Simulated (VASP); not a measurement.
# Se (P3_121) in VASP: notebook, part 2 of 2

VASP 6.6.1. Earlier steps stand in the parts before.

### 3 Single point, PBE+D3(BJ) (c/a of the conventional cell at fixed volume 1.1974)

Input file INCAR:

```
SYSTEM = Se
PREC = Accurate ; ENCUT = 520
EDIFF = 1E-7 ; ISMEAR = 0
SIGMA = 0.05 ; LREAL = .False.
LASPH = .True. ; NELM = 60
ALGO = Normal ; ISIF = 2
LWAVE = .False. ; LCHARG = .False.
GGA = PE ; IVDW = 12
NBANDS = 16
```

Input file KPOINTS:

```
Automatic mesh
0
Gamma
  9 9 8
  0 0 0
```

Input file POSCAR:

```
Se
1.0
    4.1383419910      0.0000000000      0.0000000000
   -2.0691709955      3.5839092938      0.0000000000
    0.0000000000      0.0000000000      4.9552507000
Se
3
Direct
    0.2166185459      0.0000000000      0.3333333333
    0.0000000000      0.2166185459      0.6666666667
    0.7833814541      0.7833814541      0.0000000000
```

Potentials or basis: VASP PAW PBE potentials, release 64 (Se).

Run with:

```
$ cat potpaw_PBE.64/Se/POTCAR > POTCAR
$ mpirun -np 1 vasp_std > vasp.out
```

OUTCAR:

```text
SYSTEM = Se
   PREC = Accurate
   ENCUT = 520
   EDIFF = 1E-7
   ISMEAR = 0
   LREAL = .False.
   LASPH = .True.
   NELM = 60
   ISIF = 2
   GGA = PE
   IVDW = 12
 IVDW          = 12

 ion  position               nearest neighbor table
   1  0.217  0.000  0.333-   3 2.27   2 2.27
   2  0.000  0.217  0.667-   3 2.27   1 2.27
   3  0.783  0.783  0.000-   1 2.27   2 2.27

  LATTYP: Found a hexagonal cell.
 ALAT       =     4.1383419910
 C/A-ratio  =     1.1974000000

  Lattice vectors:

 A1 = (   4.1383419910,   0.0000000000,   0.0000000000)
 A2 = (  -2.0691709955,   3.5839092938,   0.0000000000)
 A3 = (   0.0000000000,   0.0000000000,   4.9552507000)

Analysis of symmetry for initial positions (statically):
=====================================================================
 Subroutine PRICEL returns:
 Original cell was already a primitive cell.

 Routine SETGRP: Setting up the symmetry group for a
 hexagonal supercell.

 Subroutine GETGRP returns: Found  6 space group operations
 (whereof  2 operations were pure point group operations)
 out of a pool of 24 trial point group operations.

The static configuration has the point symmetry C_2 .
 The point group associated with its full space group is D_3 .

Analysis of symmetry for dynamics (positions and initial velocities):
=====================================================================
 Subroutine PRICEL returns:
 Original cell was already a primitive cell.

 Routine SETGRP: Setting up the symmetry group for a
 hexagonal supercell.

 Subroutine GETGRP returns: Found  6 space group operations
 (whereof  2 operations were pure point group operations)
 out of a pool of 24 trial point group operations.

The dynamic configuration has the point symmetry C_2 .
 The point group associated with its full space group is D_3 .

 Subroutine INISYM returns: Found  6 space group operations
 (whereof  2 operations are pure point group operations),
 and found     1 'primitive' translations

----------------------------------------------------------------------------------------

                                     Primitive cell

  volume of cell :      73.4935

  direct lattice vectors                    reciprocal lattice vectors
     4.138341991  0.000000000  0.000000000     0.241642668  0.139512459  0.000000000
    -2.069170995  3.583909294  0.000000000     0.000000000  0.279024919  0.000000000
     0.000000000  0.000000000  4.955250700     0.000000000  0.000000000  0.201806137

  length of vectors
     4.138341991  4.138341991  4.955250700     0.279024919  0.279024919  0.201806137

  position of ions in fractional coordinates (direct lattice)
     0.216618546  0.000000000  0.333333333
     0.000000000  0.216618546  0.666666667
     0.783381454  0.783381454  0.000000000

  ion indices of the primitive-cell ions
   primitive index   ion index
                 1           1
                 2           2
                 3           3

----------------------------------------------------------------------------------------

 KPOINTS: Automatic mesh

Automatic generation of k-mesh.
 Grid dimensions read from file:
 generate k-points for:    9    9    8

 Generating k-lattice:

  Cartesian coordinates                     Fractional coordinates (reciprocal lattice)
     0.026849185  0.015501384  0.000000000     0.111111111  0.000000000  0.000000000
     0.000000000  0.031002769  0.000000000     0.000000000  0.111111111  0.000000000
     0.000000000  0.000000000  0.025225767     0.000000000  0.000000000  0.125000000

  Length of vectors
     0.031002769  0.031002769  0.025225767

  Shift w.r.t. Gamma in fractional coordinates (k-lattice)
     0.000000000  0.000000000  0.000000000

 Subroutine IBZKPT returns following result:
 ===========================================

 Found     81 irreducible k-points:

 Following reciprocal coordinates:
            Coordinates               Weight
  0.000000  0.000000  0.000000      1.000000
  0.111111 -0.000000  0.000000      6.000000
  0.222222 -0.000000  0.000000      6.000000
  0.333333 -0.000000  0.000000      6.000000
  0.444444 -0.000000  0.000000      6.000000
  0.111111  0.111111  0.000000      6.000000
[... 16 lines left out ...]
  0.222222  0.111111  0.125000     12.000000
 -0.111111  0.333333  0.125000     12.000000
 [... further k-points ...]
   k-points           NKPTS =     81   k-points in BZ     NKDIM =     81   number of bands    NBANDS=     16
   number of dos      NEDOS =    301   number of ions     NIONS =      3
   total plane-waves  NPLWV =  40960
   dimension x,y,z NGX =    32 NGY =   32 NGZ =   40
   dimension x,y,z NGXF=    64 NGYF=   64 NGZF=   80
   ions per type =               3
   NGX,Y,Z   is equivalent  to a cutoff of  12.86, 12.86, 13.42 a.u.
   NGXF,Y,Z  is equivalent  to a cutoff of  25.71, 25.71, 26.84 a.u.
 SYSTEM =  Se
   PREC   = accura    normal or accurate (medium, high low for compatibility)
   ISTART =      0    job   : 0-new  1-cont  2-samecut
   ICHARG =      2    charge: 1-file 2-atom 10-const
   ISPIN  =      1    spin polarized calculation?
   LNONCOLLINEAR =      F non collinear calculations
   LSORBIT =      F    spin-orbit coupling
   LASPH  =      T    aspherical Exc in radial PAW
   ENCUT  =  520.0 eV  38.22 Ry    6.18 a.u.   7.69  7.69  9.21*2*pi/ulx,y,z
   NELM   =     60;   NELMIN=  2; NELMDL= -5     # of ELM steps
   EDIFF  = 0.1E-06   stopping-criterion for ELM
   LREAL  =      F    real-space projection
   EDIFFG = 0.1E-05   stopping-criterion for IOM
   NSW    =      0    number of steps for IOM
   IBRION =     -1    ionic relax: 0-MD 1-quasi-New 2-CG
   NFREE  =      0    steps in history (QN), initial steepest desc. (CG)
   ISIF   =      2    stress and relaxation
   ISYM   =      2    0-nonsym 1-usesym 2-fastsym
   POTIM  = 0.5000    time-step for ionic-motion
   TEBEG  =    0.0;   TEEND  =   0.0 temperature during run
   PSTRESS=    0.0 pullay stress
   NELECT =      18.0000    total number of electrons
   NUPDOWN=      -1.0000    fix difference up-down
   EMIN   =  10.00;   EMAX   =-10.00  energy-range for DOS
   EFERMI =   0.00;   METHOD = LEGACY
   ISMEAR =     0;   SIGMA  =   0.05  broadening in eV -4-tet -1-fermi 0-gaus
   EFERMI_NEDOS =   21; number of points for ismear=-14 and -15
   IALGO  =     38    algorithm
   IMIX   =      4    mixing-type and parameters
     AMIX     =   0.40;   BMIX     =  1.00
     AMIX_MAG =   1.60;   BMIX_MAG =  1.00
  volume/ion in A,a.u.               =      24.50       165.32
  Fermi-wavevector in a.u.,A,eV,Ry     =   1.024274  1.935597 14.274368  1.049136
  Thomas-Fermi vector in A             =   2.158052
   LORBIT       =      0    0 simple, 1 ext, 2 COOP (PROOUT), +10 PAW based schemes
   GGA     = PE    functional components
   LHFCALC =     F    Hartree Fock is set to
   AEXX    =    0.0000 exact exchange contribution
   IVDW    =    12    specifies the selected vdW correction
   LEPSILON=     F    determine dielectric tensor
   LRPA    =     F    only Hartree local field effects (RPA)
 non-spin polarized calculation
 Gauss-broadening in eV      SIGMA  =   0.05
  energy-cutoff  :      520.00
  volume of cell :       73.49
 maximum number of plane-waves:      2010
 NGX is ok and might be reduce to    32
   NGX = 15   NGY = 15   NGZ = 19

 number of electron      17.9999997 magnetization

 Free energy of the ion-electron system (eV)
  ---------------------------------------------------
  ext. energy  EPLUGINS =         0.00000000
  ---------------------------------------------------
  free energy    TOTEN  =       -10.00158349 eV

  energy without entropy =      -10.00158349  energy(sigma->0) =      -10.00158349

 E-fermi :   4.0574     XC(G=0):  -9.3030

 val. band max:        3.8337332877   @ k =   0.4444   0.1111   0.5000
 cond. band min:       4.4446760283   @ k =   0.3333   0.3333   0.5000
 fundamental gap:      0.6109427406
 Fermi energy:         4.0574211432

 k-point     1 :       0.0000    0.0000    0.0000
  band No.  band energies     occupation
      1     -13.0819      2.00000
      2      -8.4117      2.00000
      3      -8.4117      2.00000
      4      -0.2878      2.00000
      5      -0.2878      2.00000
      6      -0.2295      2.00000
[... 433 lines left out ...]
      3      -7.6312      2.00000
      4      -1.8716      2.00000
      5      -1.5231      2.00000
      6       0.0650      2.00000
[... 8 lines left out ...]
     15      12.1639      0.00000
     16      13.1579      0.00000

 [... further k-points ...]

------------------------ aborting loop because EDIFF is reached ----------------------------------------

 Edisp (eV)   -1.06459

 E8    (eV) :    -0.4393

  FORCE on cell =-STRESS in cart. coord.  units (eV):
  Direction    XX          YY          ZZ          XY          YZ          ZX
  --------------------------------------------------------------------------------------
  -------------------------------------------------------------------------------------
  Total       3.64047     3.64047     6.60426    -0.00000     0.00000     0.00000
  in kB      79.36312    79.36312   143.97461    -0.00000     0.00000     0.00000
  external pressure =      100.90 kB  Pullay stress =        0.00 kB

 VOLUME and BASIS-vectors are now :
 -----------------------------------------------------------------------------
  energy-cutoff  :      520.00
  volume of cell :       73.49
      direct lattice vectors                 reciprocal lattice vectors
     4.138341991  0.000000000  0.000000000     0.241642668  0.139512459  0.000000000
    -2.069170995  3.583909294  0.000000000     0.000000000  0.279024919  0.000000000
     0.000000000  0.000000000  4.955250700     0.000000000  0.000000000  0.201806137

 POSITION                                       TOTAL-FORCE (eV/Angst)
 -----------------------------------------------------------------------------------
      0.89644      0.00000      1.65175         2.367608     -0.000000     -0.000000
     -0.44822      0.77634      3.30350        -1.183804      2.050409      0.000000
      1.62095      2.80757      0.00000        -1.183804     -2.050409      0.000000
 -----------------------------------------------------------------------------------
    total drift:                                0.000000      0.000001      0.000000

  FREE ENERGIE OF THE ION-ELECTRON SYSTEM (eV)
  ---------------------------------------------------
  free  energy   TOTEN  =       -11.0661736709 eV

  energy  without entropy=      -11.0661736709  energy(sigma->0) =      -11.06617367
```

OSZICAR:

```text
N       E                     dE             d eps       ncg     rms          rms(c)
DAV:   1     0.825033269361E+02    0.82503E+02   -0.73266E+03  2592   0.945E+02
DAV:   2    -0.517065726914E+01   -0.87674E+02   -0.83145E+02  3528   0.158E+02
DAV:   3    -0.100537273699E+02   -0.48831E+01   -0.48677E+01  3152   0.424E+01
DAV:   4    -0.100848980705E+02   -0.31171E-01   -0.31166E-01  3456   0.400E+00
DAV:   5    -0.100851048942E+02   -0.20682E-03   -0.20682E-03  3232   0.319E-01    0.876E+00
DAV:   6    -0.100223551680E+02    0.62750E-01   -0.40967E-02  3104   0.125E+00    0.544E+00
DAV:   7    -0.100026386162E+02    0.19717E-01   -0.83833E-02  2976   0.173E+00    0.234E-01
DAV:   8    -0.100014343633E+02    0.12043E-02   -0.97749E-03  2840   0.631E-01    0.123E-01
DAV:   9    -0.100015360623E+02   -0.10170E-03   -0.45062E-04  3704   0.128E-01    0.414E-02
DAV:  10    -0.100015790527E+02   -0.42990E-04   -0.39307E-05  3064   0.433E-02    0.761E-03
DAV:  11    -0.100015836127E+02   -0.45599E-05   -0.81813E-06  3576   0.180E-02    0.447E-03
DAV:  12    -0.100015834962E+02    0.11648E-06   -0.13115E-06  3288   0.738E-03    0.109E-03
DAV:  13    -0.100015834936E+02    0.25601E-08   -0.20902E-07  3280   0.275E-03
   1 F= -.11066174E+02 E0= -.11066174E+02  d E =-.530620E-12
```

stdout:

```text
POSCAR found type information on POSCAR Se
 POSCAR found :  1 types and       3 ions
 scaLAPACK will be used
 LDA part: xc-table for (Slater+PW92), standard interpolation
 POSCAR, INCAR and KPOINTS ok, starting setup
 FFT: planning ... GRIDC
 FFT: planning ... GRID_SOFT
 FFT: planning ... GRID
 WAVECAR not read
 entering main loop
```

It took 2.6 min on 1 thread of AMD EPYC 7R13, shared host; peak memory 0.21 GiB.

What came out:

```
Free energy                : -11.0662 eV
Pressure                   : 10.1 GPa
Largest force              : 2.368 eV/Å
Band gap on the k mesh     : 0.61 eV, indirect (least direct gap 0.77 eV)
Dispersion energy per atom : -0.355 eV
```

Forces in eV/Å, atoms in the order of the input:
```
Se   2.368  0.000  0.000
Se  -1.184  2.050  0.000
Se  -1.184 -2.050  0.000
```

Caveat: forces of over 1 eV/Å act on the atoms, so gaps and moduli don't describe the material at rest. A k mesh can miss the band edges.

### 4 Single point, PBE+D3(BJ) (c/a of the conventional cell at fixed volume 1.4495)

Input file INCAR:

```
SYSTEM = Se
  PREC = Accurate
  ENCUT = 520
  EDIFF = 1E-6
  ISMEAR = 0
  SIGMA = 0.05
  LREAL = .FALSE.
  LASPH = .TRUE.
  NELM = 80
  ALGO = Normal
  ISIF = 2
  LWAVE = .FALSE.
  LCHARG = .TRUE.
  GGA = PE
  IVDW = 12
  LELF = .TRUE.
  LVHAR = .TRUE.
  NBANDS = 16
```

Input file KPOINTS:

```
regular mesh
0
G
  9 9 8
  0 0 0
```

Input file POSCAR:

```
Se
1.0
    3.8829940266      0.0000000000      0.0000000000
   -1.9414970133      3.3627714698      0.0000000000
    0.0000000000      0.0000000000      5.6283998416
Se
3
Direct
    0.3087981154      0.0000000000      0.3333333333
    0.0000000000      0.3087981154      0.6666666667
    0.6912018846      0.6912018846      0.0000000000
```

Run with:

```
$ cat potpaw_PBE.64/Se/POTCAR > POTCAR
$ mpirun -np 1 vasp_std > vasp.out
```

Run time: 3.3 min. Hardware: 1 thread of AMD EPYC 7R13, shared host; peak memory 0.21 GiB.

Results (log left out):

* Free energy: -10.9511 eV
* Pressure: -7.5 GPa
* Largest force: 0.608 eV/Å
* Band gap on the k mesh: zero (filled and empty bands touch)
* Dispersion energy per atom: -0.357 eV

Forces in eV/Å, atoms in the order of the input:
```
Se  -0.608  0.000  0.000
Se   0.304 -0.526  0.000
Se   0.304  0.526  0.000
```

Stress tensor (GPa, compression positive):
```
 -5.49   0.00   0.00
  0.00  -5.49   0.00
  0.00   0.00 -11.36
```

Levels at points of the mesh, in eV from the Fermi level:
| k point | band 6 | band 7 | band 8 | band 9 | band 10 | band 11 | band 12 | band 13 |
| --- | --- | --- | --- | --- | --- | --- | --- | --- |
| (0.00, 0.00, 0.00) | -2.20 | -1.66 | -1.66 | -1.25 | 1.20 | 1.20 | 2.04 | 6.72 |
| (0.00, 0.00, 0.50) | -2.23 | -0.63 | -0.34 | -0.34 | 0.19 | 0.28 | 0.28 | 5.33 |

Caveat: pairwise dispersion overbinds metals, which lowers pressure and volume.

### 5 Single point, PBE+D3(BJ) (c/a of the conventional cell at fixed volume 1.0714)

Changes to INCAR since step 4:

```diff
@@ -3,3 +3,3 @@
   ENCUT = 520
-  EDIFF = 1E-6
+  EDIFF = 1E-7
   ISMEAR = 0
```

KPOINTS is that of step 4.

Input file POSCAR:

```
Se
1.0
    4.2945953382      0.0000000000      0.0000000000
   -2.1472976691      3.7192286618      0.0000000000
    0.0000000000      0.0000000000      4.6012294453
Se
3
Direct
    0.2473450691      0.0000000000      0.3333333333
    0.0000000000      0.2473450691      0.6666666667
    0.7526549309      0.7526549309      0.0000000000
```

Run with:

```
$ cat potpaw_PBE.64/Se/POTCAR > POTCAR
$ mpirun -np 1 vasp_std > vasp.out
```

Run time: 3.7 min. Hardware: 1 thread of AMD EPYC 7R13, shared host; peak memory 0.2 GiB.

Results (log left out):

```yaml
Free_energy: -11.3359 eV
Pressure: 3.0 GPa
Largest_force: 0.196 eV/Å
Band_gap_on_the_k_mesh: 0.22 eV, indirect (least direct gap 1.42 eV)
Dispersion_energy_per_atom: -0.355 eV
```

Forces in eV/Å, atoms in the order of the input:
```
Se   0.196  0.000  0.000
Se  -0.098  0.169  0.000
Se  -0.098 -0.169  0.000
```

Stress tensor (GPa, compression positive):
```
1.17 0.00 0.00
0.00 1.17 0.00
0.00 0.00 6.75
```

Levels at points of the mesh, in eV from the valence-band top:
```csv
k point,band 5,band 6,band 7,band 8,band 9,band 10,band 11,band 12,band 13,band 14
"(0.00, 0.00, 0.00)",-4.15,-4.15,-2.60,-2.60,-1.02,1.23,1.62,1.62,6.28,6.28
"(0.00, 0.00, 0.50)",-4.00,-4.00,-2.25,-2.25,-1.34,0.22,0.22,0.87,6.18,6.18
```

### 6 Summary

```tsv
cell	gap on the mesh (eV)	pressure (GPa)	largest force (eV/Å)
a = 4.214, b = 4.214, c = 4.780 Å, angles 90.0, 90.0, 120.0°, 3 atoms	0.90	6.5	1.15
a = 4.138, b = 4.138, c = 4.955 Å, angles 90.0, 90.0, 120.0°, 3 atoms	0.61	10.1	2.37
a = 3.883, b = 3.883, c = 5.628 Å, angles 90.0, 90.0, 120.0°, 3 atoms	none	-7.5	0.61
a = 4.295, b = 4.295, c = 4.601 Å, angles 90.0, 90.0, 120.0°, 3 atoms	0.22	3.0	0.20
```

Alike in all rows: task single point; level PBE+D3(BJ); potentials or basis VASP PAW PBE potentials, release 64 (Se); no spin polarisation; k mesh 9 × 9 × 8; cutoff (eV) 520; smearing gaussian 0.05 eV.

Caveats: forces of over 1 eV/Å act on the atoms, so gaps and moduli don't describe the material at rest (some runs); pairwise dispersion overbinds metals, which lowers pressure and volume (some runs).

Absolute energies hang on the potentials; compare differences alone.
